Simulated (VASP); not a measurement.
Input of a VASP 6.6.1 run:

Contents of INCAR:

```
SYSTEM = Ta
ALGO = Normal
EDIFF = 1E-6
ENCUT = 520
GGA = PE
ISIF = 2
ISMEAR = -1
LASPH = .TRUE.
LCHARG = .TRUE.
LELF = .TRUE.
LREAL = .FALSE.
LVHAR = .TRUE.
LWAVE = .FALSE.
NBANDS = 18
NELM = 80
PREC = Accurate
SIGMA = 0.05
```

KPOINTS

```
k-points
0
G
  14 14 14
  0 0 0
```

File POSCAR:

```
Ta
1.0
    0.0000000000      2.3436815318      2.3436815318
    2.3436815318      0.0000000000      2.3436815318
    2.3436815318      2.3436815318      0.0000000000
Ta
2
Direct
   -0.1250000000     -0.1250000000     -0.1250000000
    0.1250000000      0.1250000000      0.1250000000
```

Potentials or basis: VASP PAW PBE potentials, release 64 (Ta_pv).

Launch:

```bash
$ cat potpaw_PBE.64/Ta_pv/POTCAR > POTCAR
$ mpirun -np 1 vasp_std > vasp.out
```

Q: What does it give for the band gap on the k mesh?

A: Zero (band 11 reaches 10.69 eV, above the bottom of band 12 at 6.36 eV).

Q: Predict the pressure.

A: 275.2 GPa.

Caveat: spin-orbit coupling is left out, which moves the levels of the heavy elements.
